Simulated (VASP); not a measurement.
# Al (C222_1) in VASP: a series of runs

The runs below take Al through single point, with PBE+D3(BJ).

All numbers are computed with VASP 6.6.1; they aren't measurements. Logs are shortened: lines on timing, memory, paths and dates and some standing lists are left out, and cuts for length are marked.

## Step 1: The cell of the first run

Symmetry: C222_1, No. 20, orthorhombic system. Conventional cell: a = 2.702 Å, b = 4.680 Å, c = 9.241 Å, α = 90.00°, β = 90.00°, γ = 90.00°. Al (site symmetry 2) has 12 Al at 2.64 to 2.97 Å within 3.5 Å. Al (site symmetry 2) has 12 Al at 2.64 to 2.97 Å within 3.5 Å.

## Step 2: Single point, PBE+D3(BJ) (atoms displaced along a vibrational mode, the cell strained)

File INCAR:

```
SYSTEM = Al
PREC     = Accurate       ! precision mode
ENCUT    = 520            ! plane-wave cutoff, eV
EDIFF    = 1E-6           ! SCF threshold, eV
ISMEAR   = 0              ! smearing method
SIGMA    = 0.15           ! smearing width, eV
LREAL    = .FALSE.        ! projectors in reciprocal space
LASPH    = .TRUE.         ! aspherical terms in the spheres
NELM     = 100            ! most SCF steps
ALGO     = Fast           ! electronic algorithm
ISIF     = 2              ! what is computed and relaxed
LWAVE    = .FALSE.        ! write WAVECAR
LCHARG   = .FALSE.        ! write CHGCAR
GGA      = PE             ! functional
IVDW     = 12             ! dispersion correction
NBANDS   = 14             ! bands
```

File KPOINTS:

```
regular mesh
0
G
  18 18 4
  0 0 0
```

File POSCAR:

```
Al
1.0
    2.7018453743      0.0000000000      0.0000000000
   -1.3509226872      2.3398667312      0.0000000000
    0.0000000000      0.0000000000      9.2410470711
Al
4
Direct
   -0.1294048887      0.0000000000      0.0000000000
    0.3333333333      0.6666666667      0.2500000000
    0.1294048887      0.0000000000      0.5000000000
    0.6666666667      0.3333333333      0.7500000000
```

Potentials or basis: VASP PAW PBE potentials, release 64 (Al).

On the command line:

```console
$ cat potpaw_PBE.64/Al/POTCAR > POTCAR
$ mpirun -np 1 vasp_std > vasp.out
```

OUTCAR:

```text
SYSTEM = Al
   PREC = Accurate
   ENCUT = 520
   EDIFF = 1E-6
   ISMEAR = 0
   LREAL = .FALSE.
   LASPH = .TRUE.
   NELM = 100
   ISIF = 2
   GGA = PE
   IVDW = 12
 IVDW          = 12

 ion  position               nearest neighbor table
   1  0.871  0.000  0.000-   4 2.64   2 2.64   2 2.81   4 2.81   2 2.97   4 2.97
   2  0.333  0.667  0.250-   3 2.64   1 2.64   1 2.81   3 2.81   1 2.97   3 2.97
   3  0.129  0.000  0.500-   2 2.64   4 2.64   4 2.81   2 2.81   4 2.97   2 2.97
   4  0.667  0.333  0.750-   1 2.64   3 2.64   3 2.81   1 2.81   3 2.97   1 2.97

  LATTYP: Found a hexagonal cell.
 ALAT       =     2.7018453743
 C/A-ratio  =     3.4202723661

  Lattice vectors:

 A1 = (   2.7018453743,   0.0000000000,   0.0000000000)
 A2 = (  -1.3509226872,   2.3398667312,   0.0000000000)
 A3 = (   0.0000000000,   0.0000000000,   9.2410470711)

Analysis of symmetry for initial positions (statically):
=====================================================================
 Subroutine PRICEL returns:
 Original cell was already a primitive cell.

 Routine SETGRP: Setting up the symmetry group for a
 hexagonal supercell.

 Subroutine GETGRP returns: Found  4 space group operations
 (whereof  2 operations were pure point group operations)
 out of a pool of 24 trial point group operations.

The static configuration has the point symmetry C_2 .
 The point group associated with its full space group is D_2 .

Analysis of symmetry for dynamics (positions and initial velocities):
=====================================================================
 Subroutine PRICEL returns:
 Original cell was already a primitive cell.

 Routine SETGRP: Setting up the symmetry group for a
 hexagonal supercell.

 Subroutine GETGRP returns: Found  4 space group operations
 (whereof  2 operations were pure point group operations)
 out of a pool of 24 trial point group operations.

The dynamic configuration has the point symmetry C_2 .
 The point group associated with its full space group is D_2 .

 Subroutine INISYM returns: Found  4 space group operations
 (whereof  2 operations are pure point group operations),
 and found     1 'primitive' translations

----------------------------------------------------------------------------------------

                                     Primitive cell

  volume of cell :      58.4215

  direct lattice vectors                    reciprocal lattice vectors
     2.701845374  0.000000000  0.000000000     0.370117406  0.213687384  0.000000000
    -1.350922687  2.339866731  0.000000000     0.000000000  0.427374767  0.000000000
     0.000000000  0.000000000  9.241047071     0.000000000  0.000000000  0.108212846

  length of vectors
     2.701845374  2.701845374  9.241047071     0.427374767  0.427374767  0.108212846

  position of ions in fractional coordinates (direct lattice)
     0.870595111  0.000000000  0.000000000
     0.333333333  0.666666667  0.250000000
     0.129404889  0.000000000  0.500000000
     0.666666667  0.333333333  0.750000000

  ion indices of the primitive-cell ions
   primitive index   ion index
                 1           1
                 2           2
                 3           3
                 4           4

----------------------------------------------------------------------------------------

 KPOINTS: regular mesh

Automatic generation of k-mesh.
 Grid dimensions read from file:
 generate k-points for:   18   18    4

 Generating k-lattice:

  Cartesian coordinates                     Fractional coordinates (reciprocal lattice)
     0.020562078  0.011871521  0.000000000     0.055555556  0.000000000  0.000000000
     0.000000000  0.023743043  0.000000000     0.000000000  0.055555556  0.000000000
     0.000000000  0.000000000  0.027053211     0.000000000  0.000000000  0.250000000

  Length of vectors
     0.023743043  0.023743043  0.027053211

  Shift w.r.t. Gamma in fractional coordinates (k-lattice)
     0.000000000  0.000000000  0.000000000

 Subroutine IBZKPT returns following result:
 ===========================================

 Found    273 irreducible k-points:

 Following reciprocal coordinates:
            Coordinates               Weight
  0.000000  0.000000  0.000000      1.000000
  0.055556  0.000000  0.000000      4.000000
  0.000000  0.055556  0.000000      2.000000
  0.111111  0.000000  0.000000      4.000000
  0.000000  0.111111  0.000000      2.000000
  0.166667  0.000000  0.000000      4.000000
[... 16 lines left out ...]
 -0.055556  0.166667  0.000000      4.000000
 -0.166667  0.111111  0.000000      4.000000
 [... further k-points ...]
   k-points           NKPTS =    273   k-points in BZ     NKDIM =    273   number of bands    NBANDS=     14
   number of dos      NEDOS =    301   number of ions     NIONS =      4
   total plane-waves  NPLWV =  28000
   dimension x,y,z NGX =    20 NGY =   20 NGZ =   70
   dimension x,y,z NGXF=    40 NGYF=   40 NGZF=  140
   ions per type =               4
[... 29 lines left out ...]
   IALGO  =     68    algorithm
   IMIX   =      4    mixing-type and parameters
     AMIX     =   0.40;   BMIX     =  1.00
     AMIX_MAG =   1.60;   BMIX_MAG =  1.00
  volume/ion in A,a.u.               =      14.61        98.56
  Fermi-wavevector in a.u.,A,eV,Ry     =   0.965927  1.825337 12.694440  0.933015
  Thomas-Fermi vector in A             =   2.095685
   LORBIT       =      0    0 simple, 1 ext, 2 COOP (PROOUT), +10 PAW based schemes
   GGA     = PE    functional components
   LHFCALC =     F    Hartree Fock is set to
   AEXX    =    0.0000 exact exchange contribution
   IVDW    =    12    specifies the selected vdW correction
   LEPSILON=     F    determine dielectric tensor
   LRPA    =     F    only Hartree local field effects (RPA)
 non-spin polarized calculation
 RMM-DIIS sequential band-by-band and
 Gauss-broadening in eV      SIGMA  =   0.15
  energy-cutoff  :      520.00
  volume of cell :       58.42
 maximum number of plane-waves:      1611
   NGX =  9   NGY =  9   NGZ = 35

 number of electron      12.0000000 magnetization

 Free energy of the ion-electron system (eV)
  ---------------------------------------------------
  ext. energy  EPLUGINS =         0.00000000
  ---------------------------------------------------
  free energy    TOTEN  =       -14.51819851 eV

  energy without entropy =      -14.49997058  energy(sigma->0) =      -14.50908454

 E-fermi :   9.2960     XC(G=0): -10.6430

 val. band max:        9.2942884785   @ k =  -0.1111   0.3889   0.5000
 cond. band min:       9.3022292067   @ k =  -0.2222  -0.4444   0.5000
 fundamental gap:      0.0079407282
 Fermi energy:         9.2960340766

 k-point     1 :       0.0000    0.0000    0.0000
  band No.  band energies     occupation
      1      -2.6747      2.00000
      2      -0.9560      2.00000
      3      -0.9528      2.00000
      4       3.9701      2.00000
      5       4.1912      2.00000
      6      12.0984      0.00000
      7      12.1030      0.00000
      8      21.1546      0.00000
      9      21.6955      0.00000
     10      21.7191      0.00000
     11      21.8454      0.00000
     12      21.9108      0.00000
     13      22.6452      0.00000
     14      22.6975      0.00000

 k-point     2 :       0.0556    0.0000    0.0000
  band No.  band energies     occupation
      1      -2.5914      2.00000
      2      -0.8738      2.00000
      3      -0.8706      2.00000
      4       4.0468      2.00000
      5       4.2720      2.00000
      6      12.1639      0.00000
      7      12.1727      0.00000
      8      19.8975      0.00000
      9      20.5636      0.00000
     10      20.7351      0.00000
     11      21.1006      0.00000
     12      21.5927      0.00000
     13      21.6512      0.00000
     14      21.9067      0.00000
[... 343 lines left out ...]
      1      -2.0924      2.00000
      2      -0.3816      2.00000
      3      -0.3785      2.00000
      4       4.5077      2.00000
      5       4.7527      2.00000
      6      12.5311      0.00000
      7      12.5790      0.00000
      8      16.4671      0.00000
      9      17.5540      0.00000
     10      17.7910      0.00000
     11      18.0975      0.00000
     12      19.0891      0.00000
     13      19.3576      0.00000
     14      21.4605      0.00000

 k-point    24 :      -0.1667    0.1111    0.0000
  band No.  band energies     occupation
      1      -2.0924      2.00000
      2      -0.3815      2.00000
      3      -0.3784      2.00000
      4       4.5074      2.00000
      5       4.7534      2.00000
      6      12.5246      0.00000
      7      12.5685      0.00000
      8      16.5450      0.00000
      9      17.5599      0.00000
     10      17.7516      0.00000
     11      17.9793      0.00000
     12      19.0788      0.00000
     13      19.3870      0.00000
     14      21.4815      0.00000

 [... further k-points ...]

------------------------ aborting loop because EDIFF is reached ----------------------------------------

 Edisp (eV)   -1.52763

 E8    (eV) :    -0.6845

  FORCE on cell =-STRESS in cart. coord.  units (eV):
  Direction    XX          YY          ZZ          XY          YZ          ZX
  --------------------------------------------------------------------------------------
  -------------------------------------------------------------------------------------
  Total       3.94484     3.93256     2.99091    -0.00000     0.00000     0.00000
  in kB     108.18501   107.84827    82.02409    -0.00000     0.00000     0.00000
  external pressure =       99.35 kB  Pullay stress =        0.00 kB

 VOLUME and BASIS-vectors are now :
 -----------------------------------------------------------------------------
  energy-cutoff  :      520.00
  volume of cell :       58.42
      direct lattice vectors                 reciprocal lattice vectors
     2.701845374  0.000000000  0.000000000     0.370117406  0.213687384  0.000000000
    -1.350922687  2.339866731  0.000000000     0.000000000  0.427374767  0.000000000
     0.000000000  0.000000000  9.241047071     0.000000000  0.000000000  0.108212846

 POSITION                                       TOTAL-FORCE (eV/Angst)
 -----------------------------------------------------------------------------------
      2.35221      0.00000      0.00000         0.349698      0.000000      0.000000
     -0.00000      1.55991      2.31026         0.000000     -0.195382      0.000000
      0.34963      0.00000      4.62052        -0.349698      0.000000      0.000000
      1.35092      0.77996      6.93079        -0.000000      0.195382      0.000000
 -----------------------------------------------------------------------------------
    total drift:                               -0.000000     -0.000000      0.000000

  FREE ENERGIE OF THE ION-ELECTRON SYSTEM (eV)
  ---------------------------------------------------
  free  energy   TOTEN  =       -16.0458236028 eV

  energy  without entropy=      -16.0275956707  energy(sigma->0) =      -16.03670964
```

Wall time 5.2 min (1 thread of Intel Xeon 8259CL, shared host); peak memory 0.3 GiB.

Results:

```
Free energy                : -16.0458 eV
Pressure                   : 9.9 GPa
Largest force              : 0.350 eV/Å
Band gap on the k mesh     : zero (bands 6 and 7 overlap by 5.01 eV)
Dispersion energy per atom : -0.382 eV
```

Forces in eV/Å, atoms in the order of the input:
```
Al   0.350  0.000  0.000
Al   0.000 -0.195  0.000
Al  -0.350  0.000  0.000
Al   0.000  0.195  0.000
```

Caveat: the cell differs from its parent crystal (atoms displaced along a vibrational mode, the cell strained); the cell stands under pressure.

## Step 3: Single point, PBE+D3(BJ) (atoms displaced along a vibrational mode, the cell strained)

File INCAR:

```
SYSTEM = Al
ALGO = Fast
EDIFF = 1E-7
ENCUT = 520
GGA = PE
ISIF = 2
ISMEAR = 0
IVDW = 12
LASPH = .TRUE.
LCHARG = .TRUE.
LELF = .TRUE.
LREAL = .FALSE.
LVHAR = .TRUE.
LWAVE = .FALSE.
NBANDS = 14
NELM = 100
PREC = Accurate
SIGMA = 0.15
```

File KPOINTS:

```
k-points
0
G
  18 18 4
  0 0 0
```

File POSCAR:

```
Al
1.0
    2.7018453743      0.0000000000      0.0000000000
   -1.3509226872      2.3398667312      0.0000000000
    0.0000000000      0.0000000000      9.2410470711
Al
4
Direct
   -0.2156748145      0.0000000000      0.0000000000
    0.3333333333      0.6666666667      0.2500000000
    0.2156748145      0.0000000000      0.5000000000
    0.6666666667      0.3333333333      0.7500000000
```

Potentials or basis: VASP PAW PBE potentials, release 64 (Al).

On the command line:

```console
$ cat potpaw_PBE.64/Al/POTCAR > POTCAR
$ mpirun -np 1 vasp_std > vasp.out
```

Wall time 6.4 min (1 thread of Intel Xeon 8259CL, shared host); peak memory 0.3 GiB.

The run converged. Its results:

```yaml
Free_energy: -15.8307 eV
Pressure: 11.8 GPa
Largest_force: 0.564 eV/Å
Band_gap_on_the_k_mesh: zero (bands 6 and 7 overlap by 5.01 eV)
Dispersion_energy_per_atom: -0.382 eV
```

Forces on the atoms (eV/Å):
```
Al   0.564  0.000  0.000
Al   0.000 -0.492  0.000
Al  -0.564  0.000  0.000
Al   0.000  0.492  0.000
```

Stress tensor (GPa, compression positive):
```
10.97  0.00  0.00
 0.00 11.21  0.00
 0.00  0.00 13.13
```

Levels at points of the mesh, in eV from the Fermi level:
```
           k point  band 2  band 3  band 4  band 5  band 6  band 7  band 8  band 9  band 10  band 11
(0.00, 0.00, 0.00)  -10.24  -10.24   -5.33   -5.09    2.78    2.78   11.42   12.44    12.56    12.64
(0.50, 0.00, 0.00)   -5.39   -3.96   -3.95   -3.55   -3.53    0.82    1.13    1.28     1.60     6.73
(0.00, 0.50, 0.00)   -5.39   -4.17   -4.13   -3.31   -3.27    0.72    1.15    1.22     1.70     6.49
(0.00, 0.00, 0.50)  -11.52   -8.12   -8.12   -1.55   -1.55    7.62    7.62   12.59    12.59    12.82
(0.50, 0.00, 0.50)   -5.11   -4.85   -4.85   -2.21   -2.21   -1.07   -1.07    4.36     4.36     4.75
(0.00, 0.50, 0.50)   -5.09   -4.92   -4.92   -1.98   -1.98   -1.23   -1.23    4.37     4.37     4.70
```

Caveat: the cell differs from its parent crystal (atoms displaced along a vibrational mode, the cell strained); the cell stands under pressure.

## Step 4: Single point, PBE+D3(BJ) (atoms displaced along a vibrational mode, the cell strained)

File INCAR:

```
SYSTEM = Al
PREC     = Accurate       ! precision mode
ENCUT    = 520            ! plane-wave cutoff, eV
EDIFF    = 1E-6           ! SCF threshold, eV
ISMEAR   = 0              ! smearing method
SIGMA    = 0.15           ! smearing width, eV
LREAL    = .FALSE.        ! projectors in reciprocal space
LASPH    = .TRUE.         ! aspherical terms in the spheres
NELM     = 60             ! most SCF steps
ALGO     = Fast           ! electronic algorithm
ISIF     = 2              ! what is computed and relaxed
LWAVE    = .FALSE.        ! write WAVECAR
LCHARG   = .FALSE.        ! write CHGCAR
GGA      = PE             ! functional
IVDW     = 12             ! dispersion correction
NBANDS   = 14             ! bands
```

File KPOINTS:

```
regular mesh
0
G
  18 18 4
  0 0 0
```

File POSCAR:

```
Al
1.0
    2.7018453743      0.0000000000      0.0000000000
   -1.3509226872      2.3398667312      0.0000000000
    0.0000000000      0.0000000000      9.2410470711
Al
4
Direct
   -0.0431349629      0.0000000000      0.0000000000
    0.3333333333      0.6666666667      0.2500000000
    0.0431349629      0.0000000000      0.5000000000
    0.6666666667      0.3333333333      0.7500000000
```

On the command line:

```console
$ cat potpaw_PBE.64/Al/POTCAR > POTCAR
$ mpirun -np 1 vasp_std > vasp.out
```

It took 4.8 min on 1 thread of Intel Xeon 8259CL, shared host; peak memory 0.3 GiB.

It converged, with:

| Quantity | Value |
| --- | --- |
| Free energy | -16.1538 eV |
| Pressure | 8.9 GPa |
| Largest force | 0.115 eV/Å |
| Band gap on the k mesh | zero (bands 6 and 7 overlap by 4.99 eV) |
| Dispersion energy per atom | -0.382 eV |

Forces on the atoms (eV/Å):
```
Al   0.115  0.000  0.000
Al   0.000 -0.023  0.000
Al  -0.115  0.000  0.000
Al   0.000  0.023  0.000
```

Stress tensor (GPa, compression positive):
```
10.55  0.00  0.00
 0.00 10.53  0.00
 0.00  0.00  5.57
```

Levels at points of the mesh, in eV from the Fermi level:
| k point | band 3 | band 4 | band 5 | band 6 | band 7 | band 8 | band 9 | band 10 |
| --- | --- | --- | --- | --- | --- | --- | --- | --- |
| (0.00, 0.00, 0.00) | -10.26 | -5.32 | -5.11 | 2.82 | 2.83 | 12.12 | 12.36 | 12.38 |
| (0.50, 0.00, 0.00) | -4.17 | -4.14 | -3.33 | -3.30 | 0.80 | 1.12 | 1.21 | 1.59 |
| (0.00, 0.50, 0.00) | -4.18 | -4.15 | -3.32 | -3.29 | 0.78 | 1.14 | 1.19 | 1.61 |
| (0.00, 0.00, 0.50) | -8.14 | -8.14 | -1.55 | -1.55 | 7.78 | 7.78 | 12.57 | 12.57 |
| (0.50, 0.00, 0.50) | -4.93 | -4.93 | -2.00 | -2.00 | -1.24 | -1.24 | 4.52 | 4.52 |
| (0.00, 0.50, 0.50) | -4.94 | -4.94 | -1.98 | -1.98 | -1.26 | -1.26 | 4.54 | 4.54 |

Caveat: the cell differs from its parent crystal (atoms displaced along a vibrational mode, the cell strained); the cell stands under pressure.

## Step 5: Single point, PBE+D3(BJ) (atoms displaced along a vibrational mode, the cell strained)

File INCAR:

```
PREC = Accurate ; ENCUT = 520
EDIFF = 1E-6 ; ISMEAR = 0
SIGMA = 0.15 ; LREAL = F
LASPH = T ; NELM = 60
ALGO = Fast ; ISIF = 2
LWAVE = F ; LCHARG = F
GGA = PE ; IVDW = 12
NBANDS = 14
```

File KPOINTS:

```
regular mesh
0
Gamma
  18 18 4
```

File POSCAR:

```
Al
1.0
    2.7018453743      0.0000000000      0.0000000000
   -1.3509226872      2.3398667312      0.0000000000
    0.0000000000      0.0000000000      9.2410470711
Al
4
Direct
   -0.1725398516      0.0000000000      0.0000000000
    0.3333333333      0.6666666667      0.2500000000
    0.1725398516      0.0000000000      0.5000000000
    0.6666666667      0.3333333333      0.7500000000
```

On the command line:

```console
$ cat potpaw_PBE.64/Al/POTCAR > POTCAR
$ mpirun -np 1 vasp_std > vasp.out
```

Wall time 4.8 min (1 thread of Intel Xeon 8259CL, shared host); peak memory 0.3 GiB.

It converged, with:

```
Free energy                : -15.9509 eV
Pressure                   : 10.8 GPa
Largest force              : 0.464 eV/Å
Band gap on the k mesh     : zero (bands 6 and 7 overlap by 5.02 eV)
Dispersion energy per atom : -0.382 eV
```

Forces in eV/Å, atoms in the order of the input:
```
Al   0.464  0.000  0.000
Al   0.000 -0.333  0.000
Al  -0.464  0.000  0.000
Al   0.000  0.333  0.000
```

Stress tensor (GPa, compression positive):
```
10.95  0.00  0.00
 0.00 10.98  0.00
 0.00  0.00 10.41
```

Levels at points of the mesh, in eV from the Fermi level:
| k point | band 4 | band 5 | band 6 | band 7 | band 8 | band 9 |
| --- | --- | --- | --- | --- | --- | --- |
| (0.00, 0.00, 0.00) | -5.33 | -5.10 | 2.79 | 2.79 | 11.65 | 12.41 |
| (0.50, 0.00, 0.00) | -4.02 | -3.47 | -3.47 | 0.92 | 1.02 | 1.39 |
| (0.00, 0.50, 0.00) | -4.14 | -3.31 | -3.27 | 0.74 | 1.14 | 1.21 |
| (0.00, 0.00, 0.50) | -8.13 | -1.55 | -1.55 | 7.67 | 7.67 | 12.57 |
| (0.50, 0.00, 0.50) | -4.87 | -2.17 | -2.17 | -1.09 | -1.09 | 4.39 |
| (0.00, 0.50, 0.50) | -4.93 | -1.98 | -1.98 | -1.24 | -1.24 | 4.42 |

Caveat: the cell differs from its parent crystal (atoms displaced along a vibrational mode, the cell strained); the cell stands under pressure.

## Step 6: Overview

```tsv
cell	further INCAR settings	gap on the mesh (eV)	pressure (GPa)	largest force (eV/Å)
as given, atomic positions A	ALGO = Fast; EDIFF = 1e-06; NBANDS = 14	none	9.9	0.35
as given, atomic positions B	ALGO = Fast; EDIFF = 1e-07; NBANDS = 14	none	11.8	0.56
as given, atomic positions C	ALGO = Fast; EDIFF = 1e-06; NBANDS = 14	none	8.9	0.11
as given, atomic positions D	ALGO = Fast; EDIFF = 1e-06; NBANDS = 14	none	10.8	0.46
```

Alike in all rows: task single point; level PBE+D3(BJ); potentials or basis VASP PAW PBE potentials, release 64 (Al); no spin polarisation; k mesh 18 × 18 × 4; cutoff (eV) 520; smearing gaussian 0.15 eV.

Caveats: the cell stands under pressure.

Total energies depend on the potentials used, so only differences within one code and one set of settings carry meaning.

The gap in the log of VASP goes by the Fermi energy; the results here count the filled bands.